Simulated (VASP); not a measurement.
# Rb (Im-3m) in VASP: further runs

Runs on Rb. Level: r2SCAN. Tasks: single point, relaxation of cell and atoms.

All numbers are computed with VASP 6.6.1; they aren't measurements. Logs are shortened: lines on timing, memory, paths and dates and some standing lists are left out, and cuts for length are marked.

**1. The cell of the first run**

The structure is cubic, space group Im-3m (No. 229). Conventional cell: a = 5.728 Å, b = 5.728 Å, c = 5.728 Å, α = 90.00°, β = 90.00°, γ = 90.00°.

**2. Single point, r2SCAN**

POSCAR reads:

```
Rb
1.0
   -2.8639478825      2.8639478825      2.8639478825
    2.8639478825     -2.8639478825      2.8639478825
    2.8639478825      2.8639478825     -2.8639478825
Rb
1
Direct
    0.0000000000      0.0000000000      0.0000000000
```

INCAR.step1 reads:

```
SYSTEM = Rb
PREC = Accurate
ENCUT = 520
ISMEAR = -1
SIGMA = 0.05
LREAL = .FALSE.
LASPH = .TRUE.
NELM = 80
NBANDS = 10
GGA = PE
ALGO = Normal
EDIFF = 1E-4
LWAVE = .TRUE.
LCHARG = .FALSE.
```

INCAR.step2 reads:

```
SYSTEM = Rb
PREC = Accurate
ENCUT = 520
EDIFF = 1E-6
ISMEAR = -1
SIGMA = 0.05
LREAL = .FALSE.
LASPH = .TRUE.
NELM = 80
ALGO = Normal
ISIF = 2
LWAVE = .FALSE.
LCHARG = .TRUE.
METAGGA = R2SCAN
LMIXTAU = .TRUE.
LELF = .TRUE.
LVHAR = .TRUE.
NBANDS = 10
ISTART = 1
```

KPOINTS reads:

```
Automatic mesh
0
G
  13 13 13
  0 0 0
```

Potentials or basis: VASP PAW PBE potentials, release 64 (Rb_sv).

On the command line:

```bash
$ cat potpaw_PBE.64/Rb_sv/POTCAR > POTCAR
$ cp INCAR.step1 INCAR
$ mpirun -np 1 vasp_std > vasp.out
$ cp INCAR.step2 INCAR
$ mpirun -np 1 vasp_std > vasp.out
```

OUTCAR:

```text
SYSTEM = Rb
   PREC = Accurate
   ENCUT = 520
   EDIFF = 1E-6
   ISMEAR = -1
   LREAL = .FALSE.
   LASPH = .TRUE.
   NELM = 80
   ISIF = 2
   METAGGA = R2SCAN
   ISTART = 1

 ion  position               nearest neighbor table
   1  0.000  0.000  0.000-

  LATTYP: Found a body centered cubic cell.
 ALAT       =     5.7278957650

  Lattice vectors:

 A1 = (  -2.8639478825,   2.8639478825,   2.8639478825)
 A2 = (   2.8639478825,  -2.8639478825,   2.8639478825)
 A3 = (   2.8639478825,   2.8639478825,  -2.8639478825)

Analysis of symmetry for initial positions (statically):
=====================================================================
 Subroutine PRICEL returns:
 Original cell was already a primitive cell.

 Routine SETGRP: Setting up the symmetry group for a
 body centered cubic supercell.

 Subroutine GETGRP returns: Found 48 space group operations
 (whereof 48 operations were pure point group operations)
 out of a pool of 48 trial point group operations.

The static configuration has the point symmetry O_h .

Analysis of symmetry for dynamics (positions and initial velocities):
=====================================================================
 Subroutine PRICEL returns:
 Original cell was already a primitive cell.

 Routine SETGRP: Setting up the symmetry group for a
 body centered cubic supercell.

 Subroutine GETGRP returns: Found 48 space group operations
 (whereof 48 operations were pure point group operations)
 out of a pool of 48 trial point group operations.

The dynamic configuration has the point symmetry O_h .

 Subroutine INISYM returns: Found 48 space group operations
 (whereof 48 operations are pure point group operations),
 and found     1 'primitive' translations

----------------------------------------------------------------------------------------

                                     Primitive cell

  volume of cell :      93.9627

  direct lattice vectors                    reciprocal lattice vectors
    -2.863947883  2.863947883  2.863947883     0.000000000  0.174584183  0.174584183
     2.863947883 -2.863947883  2.863947883     0.174584183  0.000000000  0.174584183
     2.863947883  2.863947883 -2.863947883     0.174584183  0.174584183  0.000000000

  length of vectors
[... 81 lines left out ...]
   LREAL  =      F    real-space projection
   EDIFFG = 0.1E-04   stopping-criterion for IOM
   NSW    =      0    number of steps for IOM
   IBRION =     -1    ionic relax: 0-MD 1-quasi-New 2-CG
   NFREE  =      0    steps in history (QN), initial steepest desc. (CG)
   ISIF   =      2    stress and relaxation
   ISYM   =      2    0-nonsym 1-usesym 2-fastsym
   POTIM  = 0.5000    time-step for ionic-motion
   TEBEG  =    0.0;   TEEND  =   0.0 temperature during run
   PSTRESS=    0.0 pullay stress
   NELECT =       9.0000    total number of electrons
   NUPDOWN=      -1.0000    fix difference up-down
   EMIN   =  10.00;   EMAX   =-10.00  energy-range for DOS
   EFERMI =   0.00;   METHOD = LEGACY
   ISMEAR =    -1;   SIGMA  =   0.05  broadening in eV -4-tet -1-fermi 0-gaus
   EFERMI_NEDOS =   21; number of points for ismear=-14 and -15
   IALGO  =     38    algorithm
   IMIX   =      4    mixing-type and parameters
     AMIX     =   0.40;   BMIX     =  1.00
     AMIX_MAG =   1.60;   BMIX_MAG =  1.00
  volume/ion in A,a.u.               =      93.96       634.09
  Fermi-wavevector in a.u.,A,eV,Ry     =   0.749038  1.415477  7.633658  0.561058
  Thomas-Fermi vector in A             =   1.845465
   LORBIT       =      0    0 simple, 1 ext, 2 COOP (PROOUT), +10 PAW based schemes
   METAGGA = R2SCAN    functional components
   LHFCALC =     F    Hartree Fock is set to
   AEXX    =    0.0000 exact exchange contribution
   IVDW    =     0    specifies the selected vdW correction
   LEPSILON=     F    determine dielectric tensor
   LRPA    =     F    only Hartree local field effects (RPA)
 non-spin polarized calculation
  energy-cutoff  :      520.00
  volume of cell :       93.96
 maximum number of plane-waves:      2546
 NGX is ok and might be reduce to    40
   NGX = 19   NGY = 19   NGZ = 19

 number of electron       9.0000000 magnetization

 Free energy of the ion-electron system (eV)
  ---------------------------------------------------
  ext. energy  EPLUGINS =         0.00000000
  ---------------------------------------------------
  free energy    TOTEN  =       -13.92231754 eV

  energy without entropy =      -13.91516171  energy(sigma->0) =      -13.91873962

 E-fermi :   0.0199     XC(G=0):  -5.6439

 val. band max:       -0.0239732350   @ k =  -0.3077   0.3077   0.3077
 cond. band min:       0.0325414888   @ k =  -0.3077   0.3846   0.2308
 fundamental gap:      0.0565147238
 Fermi energy:         0.0199486425

 k-point     1 :       0.0000    0.0000    0.0000
  band No.  band energies     occupation
      1     -30.0967      2.00000
      2     -13.5887      2.00000
      3     -13.5887      2.00000
      4     -13.5887      2.00000
      5      -2.0514      2.00000
      6       4.0824      0.00000
      7       4.0824      0.00000
      8       4.0824      0.00000
      9       5.0401      0.00000
     10       5.0401      0.00000
[... 287 lines left out ...]
 k-point    24 :       0.2308    0.0769    0.0769
  band No.  band energies     occupation
      1     -30.0939      2.00000
      2     -13.6510      2.00000
      3     -13.6077      2.00000
      4     -13.5932      2.00000
      5      -0.8364      2.00000
      6       2.1824      0.00000
      7       2.7930      0.00000
      8       4.8547      0.00000
      9       5.1325      0.00000
     10       5.2222      0.00000

 [... further k-points ...]

------------------------ aborting loop because EDIFF is reached ----------------------------------------

  FORCE on cell =-STRESS in cart. coord.  units (eV):
  Direction    XX          YY          ZZ          XY          YZ          ZX
  --------------------------------------------------------------------------------------
  -------------------------------------------------------------------------------------
  Total        0.0162267      0.0162267      0.0162267     -0.0000000     -0.0000000      0.0000000
  in kB        0.2766856      0.2766856      0.2766856     -0.0000000     -0.0000000      0.0000000
  external PRESSURE =       0.2766856 kB  Pullay stress =       0.0000000 kB

 VOLUME and BASIS-vectors are now :
 -----------------------------------------------------------------------------
  energy-cutoff  :      520.00
  volume of cell :       93.96
      direct lattice vectors                 reciprocal lattice vectors
    -2.863947883  2.863947883  2.863947883     0.000000000  0.174584183  0.174584183
     2.863947883 -2.863947883  2.863947883     0.174584183  0.000000000  0.174584183
     2.863947883  2.863947883 -2.863947883     0.174584183  0.174584183  0.000000000

 POSITION                                       TOTAL-FORCE (eV/Angst)
 -----------------------------------------------------------------------------------
      0.00000      0.00000      0.00000         0.000000     -0.000000      0.000000
 -----------------------------------------------------------------------------------
    total drift:                               -0.000000      0.000000     -0.000000

  FREE ENERGIE OF THE ION-ELECTRON SYSTEM (eV)
  ---------------------------------------------------
  free  energy   TOTEN  =       -13.9223175405 eV

  energy  without entropy=      -13.9151617081  energy(sigma->0) =      -13.91873962
```

OSZICAR.step1:

```text
N       E                     dE             d eps       ncg     rms          rms(c)
DAV:   1     0.439327425890E+02    0.43933E+02   -0.32670E+03  1680   0.655E+02
DAV:   2     0.204178356346E+01   -0.41891E+02   -0.40961E+02  1856   0.124E+02
DAV:   3    -0.802898792059E+00   -0.28447E+01   -0.28386E+01  2244   0.329E+01
DAV:   4    -0.934984668306E+00   -0.13209E+00   -0.13174E+00  2354   0.592E+00
DAV:   5    -0.937364384632E+00   -0.23797E-02   -0.23794E-02  2328   0.717E-01    0.117E+00
DAV:   6    -0.938053557672E+00   -0.68917E-03   -0.19250E-03  2222   0.251E-01    0.701E-01
DAV:   7    -0.939043314614E+00   -0.98976E-03   -0.30583E-03  1974   0.318E-01    0.447E-02
DAV:   8    -0.939164209131E+00   -0.12089E-03   -0.11975E-04  1946   0.863E-02    0.190E-02
DAV:   9    -0.939175835628E+00   -0.11626E-04   -0.99499E-06   960   0.255E-02
   1 F= -.93917584E+00 E0= -.93537836E+00  d E =-.759496E-02
```

Wall time 2.2 min (1 thread of Intel Xeon 6975P-C (Granite Rapids), shared host); peak memory 0.29 GiB.

What came out:

```
Free energy            : -13.9223 eV
Pressure               : 0.0 GPa
Band gap on the k mesh : zero (an odd number of electrons rules out a gap without spin polarisation)
```

Caveat: the PAW data sets were made with another functional, which shifts forces and pressure a little.

(Part 1 of 2 ends here.)
